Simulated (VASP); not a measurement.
# TiAl (F-43m) in VASP: a series of runs

Runs on TiAl. Level: PBE. Tasks: single point, relaxation of cell and atoms.

Program: VASP 6.6.1. These are calculated values, not measurements. Logs are shortened: lines on timing, memory, paths and dates and some standing lists are left out, and cuts for length are marked.

### Step 1. The cell of the first run

Symmetry: F-43m, No. 216, cubic system. The conventional cell has a = 5.142 Å, b = 5.142 Å, c = 5.142 Å, α = 90.00°, β = 90.00°, γ = 90.00°. Within 2.9 Å of Ti (site symmetry -43m) lie 4 Al at 2.23 Å. Al (site symmetry -43m) has 4 Ti at 2.23 Å within 2.9 Å.

### Step 2. Single point, PBE

The input, INCAR:

```
SYSTEM = TiAl
  ALGO = Normal
  EDIFF = 1E-6
  ENCUT = 520
  GGA = PE
  ISIF = 2
  ISMEAR = 0
  LASPH = .TRUE.
  LCHARG = .FALSE.
  LREAL = .FALSE.
  LWAVE = .FALSE.
  NBANDS = 14
  NELM = 60
  PREC = Accurate
  SIGMA = 0.1
```

The input, KPOINTS:

```
k-points
0
G
  6 6 6
  0 0 0
```

The input, POSCAR:

```
TiAl
1.0
    0.0000000000      2.5709706797      2.5709706797
    2.5709706797      0.0000000000      2.5709706797
    2.5709706797      2.5709706797      0.0000000000
Ti Al
1 1
Direct
    0.0000000000      0.0000000000      0.0000000000
    0.7500000000      0.7500000000      0.7500000000
```

Potentials or basis: VASP PAW PBE potentials, release 64 (Ti_sv, Al).

Run with:

```sh
cat potpaw_PBE.64/Ti_sv/POTCAR potpaw_PBE.64/Al/POTCAR > POTCAR
mpirun -np 1 vasp_std > vasp.out
```

OUTCAR:

```text
SYSTEM = TiAl
   EDIFF = 1E-6
   ENCUT = 520
   GGA = PE
   ISIF = 2
   ISMEAR = 0
   LASPH = .TRUE.
   LREAL = .FALSE.
   NELM = 60
   PREC = Accurate

 ion  position               nearest neighbor table
   1  0.000  0.000  0.000-   2 2.23   2 2.23   2 2.23   2 2.23
   2  0.750  0.750  0.750-   1 2.23   1 2.23   1 2.23   1 2.23

  LATTYP: Found a face centered cubic cell.
 ALAT       =     5.1419413594

  Lattice vectors:

 A1 = (   0.0000000000,   2.5709706797,   2.5709706797)
 A2 = (   2.5709706797,   0.0000000000,   2.5709706797)
 A3 = (   2.5709706797,   2.5709706797,   0.0000000000)

Analysis of symmetry for initial positions (statically):
=====================================================================
 Subroutine PRICEL returns:
 Original cell was already a primitive cell.

 Routine SETGRP: Setting up the symmetry group for a
 face centered cubic supercell.

 Subroutine GETGRP returns: Found 24 space group operations
 (whereof 24 operations were pure point group operations)
 out of a pool of 48 trial point group operations.

The static configuration has the point symmetry T_d .

Analysis of symmetry for dynamics (positions and initial velocities):
=====================================================================
 Subroutine PRICEL returns:
 Original cell was already a primitive cell.

 Routine SETGRP: Setting up the symmetry group for a
 face centered cubic supercell.

 Subroutine GETGRP returns: Found 24 space group operations
 (whereof 24 operations were pure point group operations)
 out of a pool of 48 trial point group operations.

The dynamic configuration has the point symmetry T_d .

 Subroutine INISYM returns: Found 24 space group operations
 (whereof 24 operations are pure point group operations),
 and found     1 'primitive' translations

----------------------------------------------------------------------------------------

                                     Primitive cell

  volume of cell :      33.9877

  direct lattice vectors                    reciprocal lattice vectors
     0.000000000  2.570970680  2.570970680    -0.194479075  0.194479075  0.194479075
     2.570970680  0.000000000  2.570970680     0.194479075 -0.194479075  0.194479075
     2.570970680  2.570970680  0.000000000     0.194479075  0.194479075 -0.194479075

  length of vectors
     3.635901604  3.635901604  3.635901604     0.336847639  0.336847639  0.336847639

  position of ions in fractional coordinates (direct lattice)
     0.000000000  0.000000000  0.000000000
     0.750000000  0.750000000  0.750000000

  ion indices of the primitive-cell ions
   primitive index   ion index
                 1           1
                 2           2

----------------------------------------------------------------------------------------

 KPOINTS: k-points

Automatic generation of k-mesh.
 Grid dimensions read from file:
 generate k-points for:    6    6    6

 Generating k-lattice:

  Cartesian coordinates                     Fractional coordinates (reciprocal lattice)
    -0.032413179  0.032413179  0.032413179     0.166666667  0.000000000  0.000000000
     0.032413179 -0.032413179  0.032413179     0.000000000  0.166666667  0.000000000
     0.032413179  0.032413179 -0.032413179     0.000000000  0.000000000  0.166666667

  Length of vectors
     0.056141273  0.056141273  0.056141273

  Shift w.r.t. Gamma in fractional coordinates (k-lattice)
     0.000000000  0.000000000  0.000000000

 Subroutine IBZKPT returns following result:
 ===========================================

 Found     16 irreducible k-points:

 Following reciprocal coordinates:
            Coordinates               Weight
  0.000000  0.000000  0.000000      1.000000
  0.166667  0.000000  0.000000      8.000000
  0.333333  0.000000  0.000000      8.000000
  0.500000  0.000000  0.000000      4.000000
  0.166667  0.166667  0.000000      6.000000
  0.333333  0.166667  0.000000     24.000000
[... 8 lines left out ...]
 -0.333333  0.333333  0.166667     24.000000
 -0.333333  0.500000  0.166667     12.000000
   k-points           NKPTS =     16   k-points in BZ     NKDIM =     16   number of bands    NBANDS=     14
   number of dos      NEDOS =    301   number of ions     NIONS =      2
   total plane-waves  NPLWV =  21952
   dimension x,y,z NGX =    28 NGY =   28 NGZ =   28
   dimension x,y,z NGXF=    56 NGYF=   56 NGZF=   56
   ions per type =               1   1
   NGX,Y,Z   is equivalent  to a cutoff of  12.80, 12.80, 12.80 a.u.
   NGXF,Y,Z  is equivalent  to a cutoff of  25.61, 25.61, 25.61 a.u.
 SYSTEM =  TiAl
   PREC   = accura    normal or accurate (medium, high low for compatibility)
   ISTART =      0    job   : 0-new  1-cont  2-samecut
   ICHARG =      2    charge: 1-file 2-atom 10-const
   ISPIN  =      1    spin polarized calculation?
   LNONCOLLINEAR =      F non collinear calculations
   LSORBIT =      F    spin-orbit coupling
   LASPH  =      T    aspherical Exc in radial PAW
   ENCUT  =  520.0 eV  38.22 Ry    6.18 a.u.   6.76  6.76  6.76*2*pi/ulx,y,z
   NELM   =     60;   NELMIN=  2; NELMDL= -5     # of ELM steps
   EDIFF  = 0.1E-05   stopping-criterion for ELM
   LREAL  =      F    real-space projection
   EDIFFG = 0.1E-04   stopping-criterion for IOM
   NSW    =      0    number of steps for IOM
   IBRION =     -1    ionic relax: 0-MD 1-quasi-New 2-CG
   NFREE  =      0    steps in history (QN), initial steepest desc. (CG)
   ISIF   =      2    stress and relaxation
   ISYM   =      2    0-nonsym 1-usesym 2-fastsym
   POTIM  = 0.5000    time-step for ionic-motion
   TEBEG  =    0.0;   TEEND  =   0.0 temperature during run
   PSTRESS=    0.0 pullay stress
   NELECT =      15.0000    total number of electrons
   NUPDOWN=      -1.0000    fix difference up-down
   EMIN   =  10.00;   EMAX   =-10.00  energy-range for DOS
   EFERMI =   0.00;   METHOD = LEGACY
   ISMEAR =     0;   SIGMA  =   0.10  broadening in eV -4-tet -1-fermi 0-gaus
   EFERMI_NEDOS =   21; number of points for ismear=-14 and -15
   IALGO  =     38    algorithm
   IMIX   =      4    mixing-type and parameters
     AMIX     =   0.40;   BMIX     =  1.00
     AMIX_MAG =   1.60;   BMIX_MAG =  1.00
  volume/ion in A,a.u.               =      16.99       114.68
  Fermi-wavevector in a.u.,A,eV,Ry     =   1.246421  2.355394 21.137543  1.553566
  Thomas-Fermi vector in A             =   2.380599
   LORBIT       =      0    0 simple, 1 ext, 2 COOP (PROOUT), +10 PAW based schemes
   GGA     = PE    functional components
   LHFCALC =     F    Hartree Fock is set to
   AEXX    =    0.0000 exact exchange contribution
   IVDW    =     0    specifies the selected vdW correction
   LEPSILON=     F    determine dielectric tensor
   LRPA    =     F    only Hartree local field effects (RPA)
 non-spin polarized calculation
 Gauss-broadening in eV      SIGMA  =   0.10
  energy-cutoff  :      520.00
  volume of cell :       33.99
 maximum number of plane-waves:       941
   NGX = 13   NGY = 13   NGZ = 13

 number of electron      14.9999996 magnetization

 Free energy of the ion-electron system (eV)
  ---------------------------------------------------
  ext. energy  EPLUGINS =         0.00000000
  ---------------------------------------------------
  free energy    TOTEN  =        -6.89247290 eV

  energy without entropy =       -6.88663156  energy(sigma->0) =       -6.88955223

 E-fermi :   7.1620     XC(G=0): -10.6130

 val. band max:        7.0728164876   @ k =  -0.3333   0.1667   0.0000
 cond. band min:       7.2687572060   @ k =  -0.3333   0.5000   0.1667
 fundamental gap:      0.1959407183
 Fermi energy:         7.1619615929

 k-point     1 :       0.0000    0.0000    0.0000
  band No.  band energies     occupation
      1     -48.8957      2.00000
      2     -25.2694      2.00000
      3     -25.2694      2.00000
      4     -25.2694      2.00000
      5      -0.6264      2.00000
      6       6.5319      2.00000
      7       6.5319      2.00000
      8       6.5319      2.00000
      9       8.3613      0.00000
     10       8.3613      0.00000
     11      15.9581      0.00000
     12      15.9581      0.00000
     13      15.9581      0.00000
     14      17.4597      0.00000

 k-point     2 :       0.1667    0.0000    0.0000
  band No.  band energies     occupation
      1     -48.8935      2.00000
      2     -25.2923      2.00000
      3     -25.2724      2.00000
      4     -25.2724      2.00000
      5      -0.1316      2.00000
      6       6.1786      2.00000
      7       6.6869      2.00000
      8       6.6869      2.00000
      9       8.2697      0.00000
     10       8.2697      0.00000
     11      13.5566      0.00000
     12      15.8739      0.00000
     13      15.8740      0.00000
     14      17.3685      0.00000

 k-point     3 :       0.3333    0.0000    0.0000
  band No.  band energies     occupation
      1     -48.8892      2.00000
      2     -25.3378      2.00000
      3     -25.2786      2.00000
      4     -25.2786      2.00000
      5       1.1954      2.00000
      6       5.2724      2.00000
      7       6.7809      2.00000
      8       6.7809      2.00000
      9       8.5178      0.00000
     10       8.5178      0.00000
     11      10.7380      0.00000
     12      14.8586      0.00000
     13      14.8586      0.00000
     14      16.1699      0.00000
[... 188 lines left out ...]
 k-point    15 :      -0.3333    0.3333    0.1667
  band No.  band energies     occupation
      1     -48.8850      2.00000
      2     -25.3412      2.00000
      3     -25.3166      2.00000
      4     -25.2940      2.00000
      5       3.2350      2.00000
      6       4.8381      2.00000
      7       5.9743      2.00000
      8       7.4261      0.00019
      9       8.1763      0.00000
     10       9.0203      0.00000
     11       9.5971      0.00000
     12      11.3661      0.00000
     13      12.4524      0.00000
     14      16.9125      0.00000

 k-point    16 :      -0.3333    0.5000    0.1667
  band No.  band energies     occupation
      1     -48.8842      2.00000
      2     -25.3446      2.00000
      3     -25.3147      2.00000
      4     -25.3017      2.00000
      5       3.6559      2.00000
      6       4.4933      2.00000
      7       6.4556      2.00000
      8       7.2688      0.13096
      9       8.6458      0.00000
     10       8.8251      0.00000
     11       9.7218      0.00000
     12      10.4359      0.00000
     13      11.7557      0.00000
     14      17.5180      0.00000

------------------------ aborting loop because EDIFF is reached ----------------------------------------

  FORCE on cell =-STRESS in cart. coord.  units (eV):
  Direction    XX          YY          ZZ          XY          YZ          ZX
  --------------------------------------------------------------------------------------
  -------------------------------------------------------------------------------------
  Total        8.4091664      8.4091664      8.4091664     -0.0000000     -0.0000000      0.0000000
  in kB      396.4077728    396.4077728    396.4077728     -0.0000000     -0.0000000      0.0000000
  external PRESSURE =     396.4077728 kB  Pullay stress =       0.0000000 kB

 VOLUME and BASIS-vectors are now :
 -----------------------------------------------------------------------------
  energy-cutoff  :      520.00
  volume of cell :       33.99
      direct lattice vectors                 reciprocal lattice vectors
     0.000000000  2.570970680  2.570970680    -0.194479075  0.194479075  0.194479075
     2.570970680  0.000000000  2.570970680     0.194479075 -0.194479075  0.194479075
     2.570970680  2.570970680  0.000000000     0.194479075  0.194479075 -0.194479075

 POSITION                                       TOTAL-FORCE (eV/Angst)
 -----------------------------------------------------------------------------------
      0.00000      0.00000      0.00000         0.000000      0.000000      0.000000
      3.85646      3.85646      3.85646        -0.000000     -0.000000     -0.000000
 -----------------------------------------------------------------------------------
    total drift:                               -0.000000     -0.000000     -0.000000

  FREE ENERGIE OF THE ION-ELECTRON SYSTEM (eV)
  ---------------------------------------------------
  free  energy   TOTEN  =        -6.8924728963 eV

  energy  without entropy=       -6.8866315578  energy(sigma->0) =       -6.88955223
```

Run time: 7.3 s. Hardware: 1 thread of AMD EPYC 7R13 (Zen 3), shared host; peak memory 0.12 GiB.

Results:

| Quantity | Value |
| --- | --- |
| Free energy | -6.8925 eV |
| Pressure | 39.6 GPa |
| Band gap on the k mesh | zero (an odd number of electrons rules out a gap without spin polarisation) |

Levels at points of the mesh, in eV from the Fermi level:
```tsv
k point	band 4	band 5	band 6	band 7	band 8	band 9	band 10	band 11	band 12	band 13
(0.00, 0.00, 0.00)	-32.43	-7.79	-0.63	-0.63	-0.63	1.20	1.20	8.80	8.80	8.80
(0.50, 0.00, 0.00)	-32.44	-4.78	-2.82	-0.44	-0.44	1.75	1.75	2.44	6.88	6.88
(0.50, 0.50, 0.00)	-32.46	-3.48	-3.20	-0.61	1.30	1.30	2.16	3.04	3.22	3.22
```

Caveat: the cell stands under pressure.

(Continued in part 2 of 3.)

The gap in the log of VASP goes by the Fermi energy; the results here count the filled bands.